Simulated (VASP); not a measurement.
# Sb (R-3m) in VASP: single point with r2SCAN

Aim: the single point of Sb with r2SCAN.

All numbers are computed with VASP 6.6.1; they aren't measurements. Logs are shortened: lines on timing, memory, paths and dates and some standing lists are left out, and cuts for length are marked.

## 1. The cell of the first run

Symmetry: R-3m, No. 166, trigonal system. The conventional cell has a = 4.366 Å, b = 4.366 Å, c = 11.424 Å, α = 90.00°, β = 90.00°, γ = 120.00°. Sb (site symmetry 3m) has 6 Sb at 2.93 to 3.43 Å within 3.9 Å.

## 2. Single point, r2SCAN

The input, POSCAR:

```
Sb
1.0
    4.5666298443      0.0000000000      0.0000000000
    2.4797960384      3.8346733554      0.0000000000
    2.4797960384      1.3495079567      3.5893659631
Sb
2
Direct
    0.2316374552      0.2316374552      0.2316374552
    0.7683625448      0.7683625448      0.7683625448
```

The input, INCAR.step1:

```
SYSTEM = Sb
PREC = Accurate
ENCUT = 550
ISMEAR = -1
SIGMA = 0.05
LREAL = .False.
LASPH = .True.
NELM = 120
NBANDS = 22
GGA = PE
ALGO = Normal
EDIFF = 1E-5
LWAVE = .True.
LCHARG = .False.
GGA_COMPAT = .False.
```

The input, INCAR.step2:

```
SYSTEM = Sb
PREC = Accurate
ENCUT = 550
EDIFF = 1E-6
ISMEAR = -1
SIGMA = 0.05
LREAL = .False.
LASPH = .True.
NELM = 120
ALGO = Normal
ISIF = 2
LWAVE = .False.
LCHARG = .True.
METAGGA = R2SCAN
LMIXTAU = .True.
LELF = .True.
LVHAR = .True.
NBANDS = 22
ISTART = 1
GGA_COMPAT = .False.
```

The input, KPOINTS:

```
Automatic mesh
0
Gamma
  7 7 7
  0 0 0
```

Potentials or basis: VASP PAW PBE potentials, release 64 (Sb_d_GW).

On the command line:

```console
> cat potpaw_PBE.64/Sb_d_GW/POTCAR > POTCAR
> cp INCAR.step1 INCAR
> mpirun -np 1 vasp_std > vasp.out
> cp INCAR.step2 INCAR
> mpirun -np 1 vasp_std > vasp.out
```

OUTCAR:

```text
SYSTEM = Sb
   PREC = Accurate
   ENCUT = 550
   EDIFF = 1E-6
   ISMEAR = -1
   LREAL = .False.
   LASPH = .True.
   NELM = 120
   ISIF = 2
   METAGGA = R2SCAN
   ISTART = 1

 ion  position               nearest neighbor table
   1  0.232  0.232  0.232-   2 2.93   2 2.93   2 2.93   2 3.43   2 3.43   2 3.43
   2  0.768  0.768  0.768-   1 2.93   1 2.93   1 2.93   1 3.43   1 3.43   1 3.43

  LATTYP: Found a trigonal (rhomboedric) cell.
 ALAT       =     4.5666298443
 COS(alpha) =     0.5430254089

  Lattice vectors:

 A1 = (   4.5666298443,   0.0000000000,   0.0000000000)
 A2 = (   2.4797960384,   3.8346733554,   0.0000000000)
 A3 = (   2.4797960384,   1.3495079567,   3.5893659631)

Analysis of symmetry for initial positions (statically):
=====================================================================
 Subroutine PRICEL returns:
 Original cell was already a primitive cell.

 Routine SETGRP: Setting up the symmetry group for a
 trigonal (rhombohedral) supercell.

 Subroutine GETGRP returns: Found 12 space group operations
 (whereof 12 operations were pure point group operations)
 out of a pool of 12 trial point group operations.

The static configuration has the point symmetry D_3d.

Analysis of symmetry for dynamics (positions and initial velocities):
=====================================================================
 Subroutine PRICEL returns:
 Original cell was already a primitive cell.

 Routine SETGRP: Setting up the symmetry group for a
 trigonal (rhombohedral) supercell.

 Subroutine GETGRP returns: Found 12 space group operations
 (whereof 12 operations were pure point group operations)
 out of a pool of 12 trial point group operations.

The dynamic configuration has the point symmetry D_3d.

 Subroutine INISYM returns: Found 12 space group operations
 (whereof 12 operations are pure point group operations),
 and found     1 'primitive' translations

----------------------------------------------------------------------------------------

                                     Primitive cell

  volume of cell :      62.8553

  direct lattice vectors                    reciprocal lattice vectors
     4.566629844  0.000000000  0.000000000     0.218979868 -0.141609300 -0.098045877
     2.479796038  3.834673355  0.000000000     0.000000000  0.260778405 -0.098045877
     2.479796038  1.349507957  3.589365963     0.000000000  0.000000000  0.278600736

  length of vectors
     4.566629844  4.566629844  4.566629844     0.278600736  0.278600736  0.278600736

  position of ions in fractional coordinates (direct lattice)
     0.231637455  0.231637455  0.231637455
     0.768362545  0.768362545  0.768362545

  ion indices of the primitive-cell ions
   primitive index   ion index
                 1           1
                 2           2

----------------------------------------------------------------------------------------

 KPOINTS: Automatic mesh

Automatic generation of k-mesh.
 Grid dimensions read from file:
 generate k-points for:    7    7    7

 Generating k-lattice:

  Cartesian coordinates                     Fractional coordinates (reciprocal lattice)
     0.031282838 -0.020229900 -0.014006554     0.142857143  0.000000000 -0.000000000
     0.000000000  0.037254058 -0.014006554     0.000000000  0.142857143  0.000000000
     0.000000000  0.000000000  0.039800105     0.000000000  0.000000000  0.142857143

  Length of vectors
     0.039800105  0.039800105  0.039800105

  Shift w.r.t. Gamma in fractional coordinates (k-lattice)
     0.000000000  0.000000000  0.000000000

 Subroutine IBZKPT returns following result:
 ===========================================

 Found     44 irreducible k-points:

 Following reciprocal coordinates:
            Coordinates               Weight
  0.000000  0.000000  0.000000      1.000000
  0.142857  0.000000  0.000000      6.000000
  0.285714  0.000000  0.000000      6.000000
  0.428571  0.000000  0.000000      6.000000
  0.142857  0.142857  0.000000      6.000000
  0.285714  0.142857  0.000000     12.000000
[... 16 lines left out ...]
  0.285714  0.285714  0.142857      6.000000
  0.428571  0.285714  0.142857     12.000000
 [... further k-points ...]
   k-points           NKPTS =     44   k-points in BZ     NKDIM =     44   number of bands    NBANDS=     22
   number of dos      NEDOS =    301   number of ions     NIONS =      2
   total plane-waves  NPLWV =  46656
   dimension x,y,z NGX =    36 NGY =   36 NGZ =   36
   dimension x,y,z NGXF=    72 NGYF=   72 NGZF=   72
   ions per type =               2
   NGX,Y,Z   is equivalent  to a cutoff of  13.11, 13.11, 13.11 a.u.
   NGXF,Y,Z  is equivalent  to a cutoff of  26.21, 26.21, 26.21 a.u.
 SYSTEM =  Sb
   PREC   = accura    normal or accurate (medium, high low for compatibility)
   ISTART =      1    job   : 0-new  1-cont  2-samecut
   ICHARG =      0    charge: 1-file 2-atom 10-const
   ISPIN  =      1    spin polarized calculation?
   LNONCOLLINEAR =      F non collinear calculations
   LSORBIT =      F    spin-orbit coupling
   LASPH  =      T    aspherical Exc in radial PAW
   ENCUT  =  550.0 eV  40.42 Ry    6.36 a.u.   8.73  8.73  8.73*2*pi/ulx,y,z
   NELM   =    120;   NELMIN=  2; NELMDL=  0     # of ELM steps
   EDIFF  = 0.1E-05   stopping-criterion for ELM
   LREAL  =      F    real-space projection
[... 7 lines left out ...]
   TEBEG  =    0.0;   TEEND  =   0.0 temperature during run
   PSTRESS=    0.0 pullay stress
   NELECT =      30.0000    total number of electrons
   NUPDOWN=      -1.0000    fix difference up-down
   EMIN   =  10.00;   EMAX   =-10.00  energy-range for DOS
   EFERMI =   0.00;   METHOD = LEGACY
   ISMEAR =    -1;   SIGMA  =   0.05  broadening in eV -4-tet -1-fermi 0-gaus
   EFERMI_NEDOS =   21; number of points for ismear=-14 and -15
   IALGO  =     38    algorithm
   IMIX   =      4    mixing-type and parameters
     AMIX     =   0.40;   BMIX     =  1.00
     AMIX_MAG =   1.60;   BMIX_MAG =  1.00
  volume/ion in A,a.u.               =      31.43       212.08
  Fermi-wavevector in a.u.,A,eV,Ry     =   1.279385  2.417687 22.270371  1.636826
  Thomas-Fermi vector in A             =   2.411874
   LORBIT       =      0    0 simple, 1 ext, 2 COOP (PROOUT), +10 PAW based schemes
   METAGGA = R2SCAN    functional components
   LHFCALC =     F    Hartree Fock is set to
   AEXX    =    0.0000 exact exchange contribution
   IVDW    =     0    specifies the selected vdW correction
   LEPSILON=     F    determine dielectric tensor
   LRPA    =     F    only Hartree local field effects (RPA)
 non-spin polarized calculation
  energy-cutoff  :      550.00
  volume of cell :       62.86
 maximum number of plane-waves:      1863
   NGX = 17   NGY = 17   NGZ = 17

 number of electron      30.0000006 magnetization

 Free energy of the ion-electron system (eV)
  ---------------------------------------------------
  ext. energy  EPLUGINS =         0.00000000
  ---------------------------------------------------
  free energy    TOTEN  =       -51.47509046 eV

  energy without entropy =      -51.47453539  energy(sigma->0) =      -51.47481292

 E-fermi :   4.9163     XC(G=0): -10.4471

 val. band max:        4.7409649459   @ k =   0.4286   0.2857   0.2857
 cond. band min:       5.0868845119   @ k =   0.4286   0.0000   0.0000
 fundamental gap:      0.3459195660
 Fermi energy:         4.9163173493

 k-point     1 :       0.0000    0.0000    0.0000
  band No.  band energies     occupation
      1     -25.3509      2.00000
      2     -25.3509      2.00000
      3     -25.2626      2.00000
      4     -25.2626      2.00000
      5     -25.2284      2.00000
      6     -25.1470      2.00000
[... 14 lines left out ...]
     21      10.7440      0.00000
     22      12.0725      0.00000

 k-point     2 :       0.1429    0.0000    0.0000
  band No.  band energies     occupation
      1     -25.3439      2.00000
      2     -25.3398      2.00000
      3     -25.2587      2.00000
      4     -25.2556      2.00000
      5     -25.2239      2.00000
      6     -25.1523      2.00000
[... 14 lines left out ...]
     21      10.5948      0.00000
     22      13.4186      0.00000

 k-point     3 :       0.2857    0.0000    0.0000
  band No.  band energies     occupation
      1     -25.3264      2.00000
      2     -25.3090      2.00000
      3     -25.2496      2.00000
      4     -25.2370      2.00000
      5     -25.2112      2.00000
      6     -25.1679      2.00000
[... 14 lines left out ...]
     21      11.7354      0.00000
     22      16.0511      0.00000

 k-point     4 :       0.4286    0.0000    0.0000
  band No.  band energies     occupation
      1     -25.3097      2.00000
      2     -25.2695      2.00000
      3     -25.2411      2.00000
      4     -25.2131      2.00000
      5     -25.2065      2.00000
      6     -25.1869      2.00000
[... 14 lines left out ...]
     21      13.7132      0.00000
     22      14.6121      0.00000

 k-point     5 :       0.1429    0.1429    0.0000
  band No.  band energies     occupation
      1     -25.3499      2.00000
      2     -25.3302      2.00000
      3     -25.2602      2.00000
      4     -25.2533      2.00000
      5     -25.2227      2.00000
      6     -25.1545      2.00000
[... 417 lines left out ...]
 k-point    22 :      -0.1429    0.1429    0.1429
  band No.  band energies     occupation
      1     -25.3419      2.00000
      2     -25.2991      2.00000
      3     -25.2557      2.00000
      4     -25.2354      2.00000
      5     -25.2101      2.00000
      6     -25.1695      2.00000
[... 14 lines left out ...]
     21      12.1960      0.00000
     22      14.4603      0.00000

 k-point    23 :       0.2857    0.2857    0.1429
  band No.  band energies     occupation
      1     -25.3425      2.00000
      2     -25.3137      2.00000
      3     -25.2567      2.00000
      4     -25.2475      2.00000
      5     -25.2178      2.00000
      6     -25.1589      2.00000
[... 14 lines left out ...]
     21      12.5358      0.00000
     22      13.7572      0.00000

 k-point    24 :       0.4286    0.2857    0.1429
  band No.  band energies     occupation
      1     -25.3337      2.00000
      2     -25.2958      2.00000
      3     -25.2497      2.00000
      4     -25.2378      2.00000
      5     -25.2105      2.00000
      6     -25.1696      2.00000
[... 14 lines left out ...]
     21      13.8159      0.00000
     22      14.2804      0.00000

 [... further k-points ...]

------------------------ aborting loop because EDIFF is reached ----------------------------------------

  FORCE on cell =-STRESS in cart. coord.  units (eV):
  Direction    XX          YY          ZZ          XY          YZ          ZX
  --------------------------------------------------------------------------------------
  -------------------------------------------------------------------------------------
  Total        0.0362387     -0.0587559     -0.0795657      0.0734482      0.0276744      0.0508533
  in kB        0.9237213     -1.4976850     -2.0281232      1.8721907      0.7054190      1.2962466
  external PRESSURE =      -0.8673623 kB  Pullay stress =       0.0000000 kB

 VOLUME and BASIS-vectors are now :
 -----------------------------------------------------------------------------
  energy-cutoff  :      550.00
  volume of cell :       62.86
      direct lattice vectors                 reciprocal lattice vectors
     4.566629844  0.000000000  0.000000000     0.218979868 -0.141609300 -0.098045877
     2.479796038  3.834673355  0.000000000     0.000000000  0.260778405 -0.098045877
     2.479796038  1.349507957  3.589365963     0.000000000  0.000000000  0.278600736

 POSITION                                       TOTAL-FORCE (eV/Angst)
 -----------------------------------------------------------------------------------
      2.20663      1.20085      0.83143         0.018284      0.009950      0.006889
      7.31959      3.98333      2.75793        -0.018284     -0.009950     -0.006889
 -----------------------------------------------------------------------------------
    total drift:                                0.000000      0.000000      0.000000

  FREE ENERGIE OF THE ION-ELECTRON SYSTEM (eV)
  ---------------------------------------------------
  free  energy   TOTEN  =       -51.4750904623 eV

  energy  without entropy=      -51.4745353866  energy(sigma->0) =      -51.47481292
```

Wall time 3.7 min (1 thread of Intel Xeon Platinum 8259CL at 2.50GHz (Skylake/Cascade Lake), shared host); peak memory 0.25 GiB.

What came out:

- Free energy: -51.4751 eV
- Pressure: -0.1 GPa
- Largest force: 0.022 eV/Å

Forces in eV/Å, atoms in the order of the input:
```
Sb   0.018  0.010  0.007
Sb  -0.018 -0.010 -0.007
```

Caveat: the PAW data sets were made with another functional, which shifts forces and pressure a little; spin-orbit coupling is left out, which moves the levels of the heavy elements.
